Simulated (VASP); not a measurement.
# Rh (P6_3/mmc) in VASP: further runs, part 2 of 2

VASP 6.6.1. The steps go on from the part before.

## Step 4: Single point, PBE (biaxial strain in the a-b plane: +2.0 %, then relaxed in part)

INCAR

```
SYSTEM = Rh
PREC = Accurate
ENCUT = 520
EDIFF = 1E-6
ISMEAR = 0
SIGMA = 0.1
LREAL = .FALSE.
LASPH = .TRUE.
NELM = 60
ALGO = Fast
ISIF = 2
LWAVE = .FALSE.
LCHARG = .FALSE.
GGA = PE
NBANDS = 22
```

KPOINTS

```
regular mesh
0
G
  24 24 12
  0 0 0
```

POSCAR

```
Rh
1.0
    2.7792849064      0.0000000000      0.0000000000
   -1.3896424532      2.4069313333      0.0000000000
    0.0000000000      0.0000000000      4.3214726795
Rh
2
Direct
    0.6666666667      0.3333333333      0.7500000000
    0.3333333333      0.6666666667      0.2500000000
```

Potentials or basis: VASP PAW PBE potentials, release 64 (Rh_pv).

Launch:

```console
$ cat potpaw_PBE.64/Rh_pv/POTCAR > POTCAR
$ mpirun -np 1 vasp_std > vasp.out
```

OUTCAR:

```text
SYSTEM = Rh
   PREC = Accurate
   ENCUT = 520
   EDIFF = 1E-6
   ISMEAR = 0
   LREAL = .FALSE.
   LASPH = .TRUE.
   NELM = 60
   ISIF = 2
   GGA = PE

 ion  position               nearest neighbor table
   1  0.667  0.333  0.750-   2 2.69   2 2.69   2 2.69   2 2.69   2 2.69   2 2.69
   2  0.333  0.667  0.250-   1 2.69   1 2.69   1 2.69   1 2.69   1 2.69   1 2.69

  LATTYP: Found a hexagonal cell.
 ALAT       =     2.7792849064
 C/A-ratio  =     1.5548865356

  Lattice vectors:

 A1 = (   2.7792849064,   0.0000000000,   0.0000000000)
 A2 = (  -1.3896424532,   2.4069313333,   0.0000000000)
 A3 = (   0.0000000000,   0.0000000000,   4.3214726795)

Analysis of symmetry for initial positions (statically):
=====================================================================
 Subroutine PRICEL returns:
 Original cell was already a primitive cell.

 Routine SETGRP: Setting up the symmetry group for a
 hexagonal supercell.

 Subroutine GETGRP returns: Found 24 space group operations
 (whereof 12 operations were pure point group operations)
 out of a pool of 24 trial point group operations.

The static configuration has the point symmetry D_3d.
 The point group associated with its full space group is D_6h.

Analysis of symmetry for dynamics (positions and initial velocities):
=====================================================================
 Subroutine PRICEL returns:
 Original cell was already a primitive cell.

 Routine SETGRP: Setting up the symmetry group for a
 hexagonal supercell.

 Subroutine GETGRP returns: Found 24 space group operations
 (whereof 12 operations were pure point group operations)
 out of a pool of 24 trial point group operations.

The dynamic configuration has the point symmetry D_3d.
 The point group associated with its full space group is D_6h.

 Subroutine INISYM returns: Found 24 space group operations
 (whereof 12 operations are pure point group operations),
 and found     1 'primitive' translations

[... 106 lines left out ...]
   NUPDOWN=      -1.0000    fix difference up-down
   EMIN   =  10.00;   EMAX   =-10.00  energy-range for DOS
   EFERMI =   0.00;   METHOD = LEGACY
   ISMEAR =     0;   SIGMA  =   0.10  broadening in eV -4-tet -1-fermi 0-gaus
   EFERMI_NEDOS =   21; number of points for ismear=-14 and -15
   IALGO  =     68    algorithm
   IMIX   =      4    mixing-type and parameters
     AMIX     =   0.40;   BMIX     =  1.00
     AMIX_MAG =   1.60;   BMIX_MAG =  1.00
  volume/ion in A,a.u.               =      14.45        97.54
  Fermi-wavevector in a.u.,A,eV,Ry     =   1.657445  3.132116 37.376880  2.747123
  Thomas-Fermi vector in A             =   2.745196
   LORBIT       =      0    0 simple, 1 ext, 2 COOP (PROOUT), +10 PAW based schemes
   GGA     = PE    functional components
   LHFCALC =     F    Hartree Fock is set to
   AEXX    =    0.0000 exact exchange contribution
   IVDW    =     0    specifies the selected vdW correction
   LEPSILON=     F    determine dielectric tensor
   LRPA    =     F    only Hartree local field effects (RPA)
 non-spin polarized calculation
 RMM-DIIS sequential band-by-band and
 Gauss-broadening in eV      SIGMA  =   0.10
  energy-cutoff  :      520.00
  volume of cell :       28.91
 maximum number of plane-waves:       794
 NGX is ok and might be reduce to    24
   NGX = 11   NGY = 11   NGZ = 17

 number of electron      30.0000008 magnetization

 Free energy of the ion-electron system (eV)
  ---------------------------------------------------
  ext. energy  EPLUGINS =         0.00000000
  ---------------------------------------------------
  free energy    TOTEN  =       -14.41938312 eV

  energy without entropy =      -14.40094078  energy(sigma->0) =      -14.41016195

 E-fermi :  11.1190     XC(G=0): -13.7071

 val. band max:       11.1172765597   @ k =   0.3750   0.2083   0.3333
 cond. band min:      11.1193888791   @ k =   0.5000   0.0000   0.2500
 fundamental gap:      0.0021123194
 Fermi energy:        11.1190128413

 k-point     1 :       0.0000    0.0000    0.0000
  band No.  band energies     occupation
      1     -35.9672      2.00000
      2     -35.3694      2.00000
      3     -35.3694      2.00000
      4     -35.2757      2.00000
      5     -35.2566      2.00000
      6     -35.2566      2.00000
[... 589 lines left out ...]
     21      23.2379      0.00000
     22      25.1630      0.00000

 [... further k-points ...]
[... 5 lines left out ...]
  --------------------------------------------------------------------------------------
  -------------------------------------------------------------------------------------
  Total       -1.4712023     -1.4712023      0.0045721      0.0000000      0.0000000      0.0000000
  in kB      -81.5369456    -81.5369456      0.2533937      0.0000000      0.0000000      0.0000000
  external PRESSURE =     -54.2734992 kB  Pullay stress =       0.0000000 kB

 VOLUME and BASIS-vectors are now :
 -----------------------------------------------------------------------------
  energy-cutoff  :      520.00
  volume of cell :       28.91
      direct lattice vectors                 reciprocal lattice vectors
     2.779284906  0.000000000  0.000000000     0.359804782  0.207733388  0.000000000
    -1.389642453  2.406931333  0.000000000     0.000000000  0.415466776  0.000000000
     0.000000000  0.000000000  4.321472680     0.000000000  0.000000000  0.231402597

 POSITION                                       TOTAL-FORCE (eV/Angst)
 -----------------------------------------------------------------------------------
      1.38964      0.80231      3.24110        -0.000000      0.000000      0.000000
     -0.00000      1.60462      1.08037         0.000000     -0.000000      0.000000
 -----------------------------------------------------------------------------------
    total drift:                               -0.000000      0.000000     -0.000000

  FREE ENERGIE OF THE ION-ELECTRON SYSTEM (eV)
  ---------------------------------------------------
  free  energy   TOTEN  =       -14.4193831168 eV

  energy  without entropy=      -14.4009407842  energy(sigma->0) =      -14.41016195
```

Wall time 80 s (1 thread of Intel Xeon 6975P-C (Granite Rapids), shared host); peak memory 0.31 GiB.

Results:

| Item | Value |
| --- | --- |
| Free energy | -14.4194 eV |
| Pressure | -5.4 GPa |
| Band gap on the k mesh | zero (band 15 reaches 11.66 eV, above the bottom of band 16 at 9.52 eV) |

Stress tensor (GPa, compression positive):
```
-8.15  0.00  0.00
 0.00 -8.15  0.00
 0.00  0.00  0.03
```

Caveat: the cell differs from its parent crystal (biaxial strain in the a-b plane: +2.0 %, then relaxed in part).

## Step 5: Single point, PBE (biaxial strain in the a-b plane: +2.0 %)

INCAR

```
  ALGO = Fast
  EDIFF = 1E-6
  ENCUT = 520
  GGA = PE
  ISIF = 2
  ISMEAR = 0
  LASPH = True
  LCHARG = False
  LREAL = False
  LWAVE = False
  NBANDS = 22
  NELM = 100
  PREC = Accurate
  SIGMA = 0.1
```

KPOINTS

```
k-points
0
Gamma
  24 24 12
```

Changes to POSCAR since step 4:

```diff
@@ -4,3 +4,3 @@
    -1.3896424532      2.4069313333      0.0000000000
-    0.0000000000      0.0000000000      4.3214726795
+    0.0000000000      0.0000000000      4.3322245810
 Rh
```

Launch:

```console
$ cat potpaw_PBE.64/Rh_pv/POTCAR > POTCAR
$ mpirun -np 1 vasp_std > vasp.out
```

Run time: 81 s. Hardware: 1 thread of Intel Xeon 6975P-C (Granite Rapids), shared host; peak memory 0.31 GiB.

Results (log left out):

- Free energy: -14.4192 eV
- Pressure: -6.0 GPa
- Band gap on the k mesh: zero (band 15 reaches 11.62 eV, above the bottom of band 16 at 9.48 eV)

Stress tensor (GPa, compression positive):
```
-8.56  0.00  0.00
 0.00 -8.56  0.00
 0.00  0.00 -1.01
```

Levels at points of the mesh, in eV from the Fermi level:
| k point | band 13 | band 14 | band 15 | band 16 | band 17 | band 18 |
| --- | --- | --- | --- | --- | --- | --- |
| (0.00, 0.00, 0.00) | -2.27 | -2.02 | -2.02 | 0.10 | 0.10 | 1.14 |
| (0.50, 0.00, 0.00) | -1.94 | 0.20 | 0.55 | 0.66 | 2.76 | 4.73 |
| (0.00, 0.00, 0.50) | -2.86 | -2.86 | -0.41 | -0.41 | -0.41 | -0.41 |
| (0.50, 0.00, 0.50) | -0.31 | -0.31 | 0.42 | 0.42 | 2.55 | 2.55 |

Caveat: the cell differs from its parent crystal (biaxial strain in the a-b plane: +2.0 %).

## Step 6: Overview

```csv
cell,k mesh,gap on the mesh (eV),pressure (GPa)
"a = 2.888, b = 2.888, c = 4.648 Å, angles 90.0, 90.0, 120.0°, 2 atoms",18 × 18 × 10,none,-28.1
"a = 2.616, b = 2.616, c = 4.209 Å, angles 90.0, 90.0, 120.0°, 2 atoms",18 × 18 × 10,none,42.8
"a = 2.779, b = 2.779, c = 4.321 Å, angles 90.0, 90.0, 120.0°, 2 atoms",24 × 24 × 12,none,-5.4
"a = 2.779, b = 2.779, c = 4.332 Å, angles 90.0, 90.0, 120.0°, 2 atoms",24 × 24 × 12,none,-6.0
```

Alike in all rows: task single point; level PBE; potentials or basis VASP PAW PBE potentials, release 64 (Rh_pv); no spin polarisation; cutoff (eV) 520; smearing gaussian 0.1 eV.

Absolute energies hang on the potentials; compare differences alone.
